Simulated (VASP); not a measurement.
# PbSe (I-4m2) in VASP: single point with HSE06

Aim: the single point of PbSe with HSE06.

All numbers are computed with VASP 6.6.1; they aren't measurements. Logs are shortened: lines on timing, memory, paths and dates and some standing lists are left out, and cuts for length are marked.

## 1. The cell of the first run

It takes space group I-4m2 (No. 119, tetragonal). The conventional cell has a = 4.841 Å, b = 4.841 Å, c = 6.888 Å, α = 90.00°, β = 90.00°, γ = 90.00°. Pb (site symmetry -4m2) has 4 Se at 2.97 Å within 3.9 Å. Se (site symmetry -4m2) has 4 Pb at 2.97 Å within 3.9 Å.

## 2. Single point, HSE06 (uniaxial z strain +0.6%)

POSCAR reads:

```
PbSe
1.0
    0.0000000000      3.4232041400      3.4440856853
    3.4232041400      0.0000000000      3.4440856853
    3.4232041400      3.4232041400      0.0000000000
Pb Se
1 1
Direct
    0.0000000000      0.0000000000      0.0000000000
    0.2500000000      0.2500000000      0.2500000000
```

INCAR.step1 reads:

```
SYSTEM = PbSe
  PREC = Accurate
  ENCUT = 520
  EDIFF = 1E-5
  ISMEAR = 0
  SIGMA = 0.01
  LREAL = .False.
  LASPH = .True.
  NELM = 100
  ALGO = Normal
  ISIF = 2
  LWAVE = .True.
  LCHARG = .False.
  GGA = PE
  NBANDS = 17
```

INCAR.step2 reads:

```
SYSTEM = PbSe
  PREC = Accurate
  ENCUT = 520
  EDIFF = 1E-6
  ISMEAR = 0
  SIGMA = 0.01
  LREAL = .False.
  LASPH = .True.
  NELM = 100
  ALGO = Normal
  ISIF = 2
  LWAVE = .False.
  LCHARG = .False.
  GGA = PE
  LHFCALC = .True.
  HFSCREEN = 0.2079
  PRECFOCK = Normal
  ISTART = 1
  NBANDS = 17
```

KPOINTS reads:

```
regular mesh
0
Gamma
  4 4 4
  0 0 0
```

Potentials or basis: VASP PAW PBE potentials, release 64 (Pb_d, Se).

Run with:

```console
$ cat potpaw_PBE.64/Pb_d/POTCAR potpaw_PBE.64/Se/POTCAR > POTCAR
$ cp INCAR.step1 INCAR
$ mpirun -np 1 vasp_std > vasp.out
$ cp INCAR.step2 INCAR
$ mpirun -np 1 vasp_std > vasp.out
```

OUTCAR:

```text
SYSTEM = PbSe
   PREC = Accurate
   ENCUT = 520
   EDIFF = 1E-6
   ISMEAR = 0
   LREAL = .False.
   LASPH = .True.
   NELM = 100
   ISIF = 2
   GGA = PE
   LHFCALC = .True.
   HFSCREEN = 0.2079
   PRECFOCK = Normal
   ISTART = 1

 ion  position               nearest neighbor table
   1  0.000  0.000  0.000-   2 2.97   2 2.97   2 2.97   2 2.97
   2  0.250  0.250  0.250-   1 2.97   1 2.97   1 2.97   1 2.97

  LATTYP: Found a body centered tetragonal cell.
 ALAT       =     4.8411417216
 C/A-ratio  =     1.4228402651

  Lattice vectors:

 A1 = (  -3.4232041400,   0.0000000000,   3.4440856853)
 A2 = (   3.4232041400,   0.0000000000,   3.4440856853)
 A3 = (   0.0000000000,   3.4232041400,  -3.4440856853)

Analysis of symmetry for initial positions (statically):
=====================================================================
 Subroutine PRICEL returns:
 Original cell was already a primitive cell.

 Routine SETGRP: Setting up the symmetry group for a
 body centered tetragonal supercell.

 Subroutine GETGRP returns: Found  8 space group operations
 (whereof  8 operations were pure point group operations)
 out of a pool of 16 trial point group operations.

The static configuration has the point symmetry D_2d.

Analysis of symmetry for dynamics (positions and initial velocities):
=====================================================================
 Subroutine PRICEL returns:
 Original cell was already a primitive cell.

 Routine SETGRP: Setting up the symmetry group for a
 body centered tetragonal supercell.

 Subroutine GETGRP returns: Found  8 space group operations
 (whereof  8 operations were pure point group operations)
 out of a pool of 16 trial point group operations.

The dynamic configuration has the point symmetry D_2d.

 Subroutine INISYM returns: Found  8 space group operations
 (whereof  8 operations are pure point group operations),
 and found     1 'primitive' translations

----------------------------------------------------------------------------------------

                                     Primitive cell

  volume of cell :      80.7178

  direct lattice vectors                    reciprocal lattice vectors
     0.000000000  3.423204140  3.444085685    -0.146061987  0.146061987  0.145176411
     3.423204140  0.000000000  3.444085685     0.146061987 -0.146061987  0.145176411
[... 79 lines left out ...]
   ISIF   =      2    stress and relaxation
   ISYM   =      3    0-nonsym 1-usesym 2-fastsym
   POTIM  = 0.5000    time-step for ionic-motion
   TEBEG  =    0.0;   TEEND  =   0.0 temperature during run
   PSTRESS=    0.0 pullay stress
   NELECT =      20.0000    total number of electrons
   NUPDOWN=      -1.0000    fix difference up-down
   EMIN   =  10.00;   EMAX   =-10.00  energy-range for DOS
   EFERMI =   0.00;   METHOD = LEGACY
   ISMEAR =     0;   SIGMA  =   0.01  broadening in eV -4-tet -1-fermi 0-gaus
   EFERMI_NEDOS =   21; number of points for ismear=-14 and -15
   IALGO  =     38    algorithm
   IMIX   =      1    mixing-type and parameters
     AMIX     =   0.40;   BMIX     =  1.00
     AMIX_MAG =   1.60;   BMIX_MAG =  1.00
  volume/ion in A,a.u.               =      40.36       272.36
  Fermi-wavevector in a.u.,A,eV,Ry     =   1.028241  1.943094 14.385166  1.057280
  Thomas-Fermi vector in A             =   2.162227
   LORBIT       =      0    0 simple, 1 ext, 2 COOP (PROOUT), +10 PAW based schemes
   GGA     = PE    functional components
   LHFCALC =     T    Hartree Fock is set to
   PRECFOCK=normal    Normal, Fast or Accurate (Low or Medium for compatibility)
   ENCUT4O =  -1.0   cutoff for four orbital integrals eV
   NKREDX  =     1    reduce k-point grid by
   NKREDY  =     1    reduce k-point grid by
   NKREDZ  =     1    reduce k-point grid by
   AEXX    =    0.2500 exact exchange contribution
   HFSCREEN=    0.2079 screening length (either q_TF or 0.3 A-1)
   HFSCREENC=   0.2079 screening length for correlation (either q_TF or 0.3 A-1)
   ENCUTFOCK=  -1.0 apply spherical cutoff to Coloumb kernel
   IVDW    =     0    specifies the selected vdW correction
   LEPSILON=     F    determine dielectric tensor
   LRPA    =     F    only Hartree local field effects (RPA)
 non-spin polarized calculation
 Gauss-broadening in eV      SIGMA  =   0.01
  energy-cutoff  :      520.00
  volume of cell :       80.72
 maximum number of plane-waves:      2200
  NGX = 28; NGY = 28; NGZ = 28

 number of electron      20.0000003 magnetization

 Free energy of the ion-electron system (eV)
  ---------------------------------------------------
  ext. energy  EPLUGINS =         0.00000000
  ---------------------------------------------------
  free energy    TOTEN  =        -9.31300965 eV

  energy without entropy =       -9.31300965  energy(sigma->0) =       -9.31300965

 E-fermi :   2.0474     XC(G=0):  -6.4763

 val. band max:        1.9903632975   @ k =  -0.2500   0.5000   0.2500
 cond. band min:       3.0681567434   @ k =   0.5000   0.0000   0.5000
 fundamental gap:      1.0777934459
 Fermi energy:         2.0473956599

 k-point     1 :       0.0000    0.0000    0.0000
  band No.  band energies     occupation
      1     -16.5906      2.00000
      2     -16.5891      2.00000
      3     -16.5891      2.00000
      4     -16.5538      2.00000
      5     -16.5524      2.00000
      6     -12.0942      2.00000
[... 237 lines left out ...]
      4     -16.5570      2.00000
      5     -16.5496      2.00000
      6     -11.1927      2.00000
[... 9 lines left out ...]
     16      11.9934      0.00000
     17      12.1677      0.00000

------------------------ aborting loop because EDIFF is reached ----------------------------------------

  FORCE on cell =-STRESS in cart. coord.  units (eV):
  Direction    XX          YY          ZZ          XY          YZ          ZX
  --------------------------------------------------------------------------------------
  -------------------------------------------------------------------------------------
  Total       -0.0823523     -0.0823523     -0.0950424      0.0000000     -0.0000000      0.0000000
  in kB       -1.6346195     -1.6346195     -1.8865078      0.0000000     -0.0000000      0.0000000
  external PRESSURE =      -1.7185823 kB  Pullay stress =       0.0000000 kB

 VOLUME and BASIS-vectors are now :
 -----------------------------------------------------------------------------
  energy-cutoff  :      520.00
  volume of cell :       80.72
      direct lattice vectors                 reciprocal lattice vectors
     0.000000000  3.423204140  3.444085685    -0.146061987  0.146061987  0.145176411
     3.423204140  0.000000000  3.444085685     0.146061987 -0.146061987  0.145176411
     3.423204140  3.423204140  0.000000000     0.146061987  0.146061987 -0.145176411

 POSITION                                       TOTAL-FORCE (eV/Angst)
 -----------------------------------------------------------------------------------
      0.00000      0.00000      0.00000        -0.000000     -0.000000      0.000000
      1.71160      1.71160      1.72204         0.000000      0.000000     -0.000000
 -----------------------------------------------------------------------------------
    total drift:                                0.000001      0.000001      0.000000

  FREE ENERGIE OF THE ION-ELECTRON SYSTEM (eV)
  ---------------------------------------------------
  free  energy   TOTEN  =        -9.3130096467 eV

  energy  without entropy=       -9.3130096467  energy(sigma->0) =       -9.31300965
```

Wall time 25 min (1 thread of Oxide Virtual Turin-like, shared host); peak memory 0.3 GiB.

What came out:

- Free energy: -9.3130 eV
- Pressure: -0.2 GPa
- Band gap on the k mesh: 1.08 eV (least direct gap 1.66 eV)

Caveat: the cell differs from its parent crystal (uniaxial z strain +0.6%); the PAW data sets were made with another functional, which shifts forces and pressure a little; spin-orbit coupling is left out, which moves the levels of the heavy elements. A k mesh can miss the band edges.
